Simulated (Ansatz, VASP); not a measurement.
## BaTlBr3 in VASP and in Ansatz

POSCAR

```
BaTlBr3
1.0
    6.1664589508      0.0000000000      0.0000000000
    0.0000000000      6.1664589508      0.0000000000
    0.0000000000      0.0000000000      6.1664589508
Tl Ba Br
1 1 3
Direct
    0.0000000000      0.0000000000      0.0000000000
    0.5000000000      0.5000000000      0.5000000000
    0.5000000000      0.5000000000      0.0000000000
    0.5000000000      0.0000000000      0.5000000000
    0.0000000000      0.5000000000      0.5000000000
```

The input INCAR.step1:

```
PREC = Accurate
ENCUT = 520
ISMEAR = 0
SIGMA = 0.01
LREAL = False
LASPH = True
NELM = 100
NBANDS = 30
GGA = PE
ALGO = Normal
EDIFF = 1E-4
LWAVE = True
LCHARG = False
```

Contents of INCAR.step2:

```
PREC = Accurate
ENCUT = 520
EDIFF = 1E-6
ISMEAR = 0
SIGMA = 0.01
LREAL = False
LASPH = True
NELM = 100
ALGO = Normal
ISIF = 2
LWAVE = False
LCHARG = False
METAGGA = R2SCAN
LMIXTAU = True
NBANDS = 30
ISTART = 1
```

Contents of KPOINTS:

```
Automatic mesh
0
Gamma
  4 4 4
```

Input for Ansatz:

```yaml
crystal:
  lattice:
    - [6.1664589508, 0.0, 0.0]
    - [0.0, 6.1664589508, 0.0]
    - [0.0, 0.0, 6.1664589508]
  atoms:
    - { symbol: Tl, position: [0.0, 0.0, 0.0] }
    - { symbol: Ba, position: [0.5, 0.5, 0.5] }
    - { symbol: Br, position: [0.5, 0.5, 0.0] }
    - { symbol: Br, position: [0.5, 0.0, 0.5] }
    - { symbol: Br, position: [0.0, 0.5, 0.5] }
kpoints:
  mp_grid: { grid: [4, 4, 4] }
hamiltonian:
  xc: r2scan
scf:
  occupations: { method: fixed }
  n_extra_bands: 5
output:
  forces: true
  stress: true
  eigenvalues: true
```

Alike in both runs: task single point; functional r2SCAN; k mesh 4 × 4 × 4; no spin polarisation.

```csv
,VASP,Ansatz
version,VASP 6.6.1,Ansatz 0.2.0
potentials or method,"VASP PAW PBE potentials, release 64 (Tl_d, Ba_sv, Br)","plane waves, PAW"
plane-wave cutoff (eV),520,500
occupations,"gaussian, width 0.01 eV",fixed
valence electrons in the cell,44,44
```

VASP gave:

* gap on the k mesh at the Fermi level (eV): 3.46
* pressure (GPa): 0.8

Problem. Which values does Ansatz return?

Solution. gap on the k mesh at the Fermi level (eV): 3.47; pressure (GPa): 0.5.

VASP's potentials were made for PBE, not for r2SCAN.

Spin-orbit coupling is off throughout.
